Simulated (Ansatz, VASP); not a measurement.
**Sr2Sb2O: VASP beside Ansatz**

```xyz
5
Lattice="3.6301 0.0000 0.0000 -1.8151 3.1438 0.0000 0.0000 0.0000 8.6306" Properties=species:S:1:pos:R:3 pbc="T T T"
Sr    0.0000    2.0958    7.8394
Sr    1.8151    1.0479    0.7912
Sb    1.8151    1.0479    5.7509
Sb    0.0000    2.0958    2.8797
O     0.0000    0.0000    0.0000
```

Alike in both runs: task single point; functional PBE; dispersion D3(BJ); k mesh 6 × 6 × 2; occupations gaussian, width 0.1 eV; no spin polarisation.

|  | VASP | Ansatz |
| --- | --- | --- |
| version | VASP 6.6.1 | Ansatz 0.2.0 |
| potentials or method | VASP PAW PBE potentials, release 64 (Sr_sv, Sb_d_GW, O), cutoff 600 eV | scalar-relativistic, plane waves, PAW |
| valence electrons in the cell | 56 | 56 |

```csv
,VASP,Ansatz,Ansatz less VASP
gap on the k mesh at the Fermi level (eV),none,none,-
rms of the force components (eV/Å),1.741,1.654,-0.0866
```

Atom by atom the forces differ by 0.109 eV/Å (rms over components). A gap of «none» marks a metal or a gap that the smearing closes.

The k mesh is coarse, so the values compare programs but aren't converged. Spin-orbit coupling is off throughout.
